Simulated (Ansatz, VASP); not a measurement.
NaH in VASP and in Ansatz

```xyz
2
Lattice="0.0000 2.4236 2.4236 2.4236 0.0000 2.4236 2.4236 2.4236 0.0000" Properties=species:S:1:pos:R:3 pbc="T T T"
Na    0.0000    0.0000    0.0000
H     2.4236    2.4236    2.4236
```

Change from the starting cell: volume scaled by 0.98.

Alike in both runs: task single point; functional PBE; k mesh 9 × 9 × 9; occupations fermi-dirac, width 0.02 eV; no spin polarisation.

```csv
,VASP,Ansatz
version,VASP 6.6.1,Ansatz 0.2.0
potentials or method,"VASP PAW PBE potentials, release 64 (Na_pv, H), cutoff 520 eV","all-electron LAPW, scalar-relativistic"
```

|  | VASP | Ansatz | Ansatz less VASP |
| --- | --- | --- | --- |
| gap on the k mesh at the Fermi level (eV) | 4.05 | 4.05 | +0.002 |
| pressure (GPa) | -0.2 | -0.2 | +0.05 |

Ansatz ran all-electron here, and VASP with PAW potentials.
